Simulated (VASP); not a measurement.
Wanted: the native input for a VASP 6.6.1 run.

| Property | Result |
| --- | --- |
| Task | single point |
| Functional | r2SCAN |
| Potentials or basis | VASP PAW PBE potentials, release 64 (Cd) |
| Cutoff | 520 eV |
| k mesh | 13 × 13 × 4 |
| Occupations | fermi-dirac, width 0.1 eV |
| Spin | no spin polarisation |
| Dipole correction | no |
| Further INCAR settings | ALGO = Normal; EDIFF = 1e-06; NBANDS = 32 |

Cd:

```xyz
4
Lattice="3.1107 0.0000 0.0000 -1.5554 2.6940 0.0000 0.0000 0.0000 9.9014" Properties=species:S:1:pos:R:3 pbc="T T T"
Cd    3.1107    0.0000    0.0000
Cd    1.5554    2.6940    4.9507
Cd    0.0000    1.7960    2.4753
Cd    1.5554    0.8980    7.4260
```

The input as run:

POSCAR

```
Cd
1.0
    3.1107305543      0.0000000000      0.0000000000
   -1.5553652771      2.6939716843      0.0000000000
    0.0000000000      0.0000000000      9.9013779961
Cd
4
Direct
    1.0000000000      0.0000000000      0.0000000000
    1.0000000000      1.0000000000      0.5000000000
    0.3333333333      0.6666666667      0.2500000000
    0.6666666667      0.3333333333      0.7500000000
```

INCAR.step1

```
SYSTEM = Cd
PREC = Accurate ; ENCUT = 520
ISMEAR = -1 ; SIGMA = 0.1
LREAL = .False. ; LASPH = .True.
NELM = 60 ; NBANDS = 32
GGA = PE ; ALGO = Normal
EDIFF = 1E-4 ; LWAVE = .True.
LCHARG = .False.
```

INCAR.step2

```
SYSTEM = Cd
PREC = Accurate ; ENCUT = 520
EDIFF = 1E-6 ; ISMEAR = -1
SIGMA = 0.1 ; LREAL = .False.
LASPH = .True. ; NELM = 60
ALGO = Normal ; ISIF = 2
LWAVE = .False. ; LCHARG = .False.
METAGGA = R2SCAN ; LMIXTAU = .True.
NBANDS = 32 ; ISTART = 1
```

KPOINTS

```
regular mesh
0
Gamma
  13 13 4
  0 0 0
```

Potentials or basis: VASP PAW PBE potentials, release 64 (Cd).

The run is started by

```console
$ cat potpaw_PBE.64/Cd/POTCAR > POTCAR
$ cp INCAR.step1 INCAR
$ mpirun -np 1 vasp_std > vasp.out
$ cp INCAR.step2 INCAR
$ mpirun -np 1 vasp_std > vasp.out
```

It gave:

```yaml
Pressure: 3.0 GPa
Band_gap_on_the_k_mesh: zero (bands 24 and 25 overlap by 2.85 eV)
```

Caveat: the PAW data sets were made with another functional, which shifts forces and pressure a little.

It took 19 min on 1 thread of AMD EPYC 7R13, on a shared host, peak memory 0.26 GiB.
